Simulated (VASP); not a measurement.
Input of a VASP 6.6.1 run:

The input INCAR:

```
SYSTEM = SrO
PREC = Accurate ; ENCUT = 520
EDIFF = 1E-6 ; ISMEAR = 0
SIGMA = 0.05 ; LREAL = .FALSE.
LASPH = .TRUE. ; NELM = 60
ALGO = Normal ; ISIF = 2
LWAVE = .FALSE. ; LCHARG = .FALSE.
GGA = PE ; NBANDS = 24
```

File KPOINTS:

```
regular mesh
0
G
  9 9 4
  0 0 0
```

File POSCAR:

```
SrO
1.0
    3.5172128484      0.0000000000      0.0000000000
   -1.7586064242      3.0459956772      0.0000000000
    0.0000000000      0.0000000000      6.1383698542
Sr O
2 2
Direct
    0.3333333333      0.6666666667      0.2500000000
    0.6666666667      0.3333333333      0.7500000000
    0.0000000000      0.0000000000      0.0000000000
    0.0000000000      0.0000000000      0.5000000000
```

Potentials or basis: VASP PAW PBE potentials, release 64 (Sr_sv, O).

Launch:

```console
$ cat potpaw_PBE.64/Sr_sv/POTCAR potpaw_PBE.64/O/POTCAR > POTCAR
$ mpirun -np 1 vasp_std > vasp.out
```

(1) Predict the band gap on the k mesh.

(2) Predict the pressure.

Answers

(1) 3.09 eV (least direct gap 3.26 eV).

(2) 5.3 GPa.

Caveat: the cell differs from its parent crystal (the cell strained); the cell stands under pressure; an odd mesh through Γ misses points on the zone boundary, where band edges can lie.
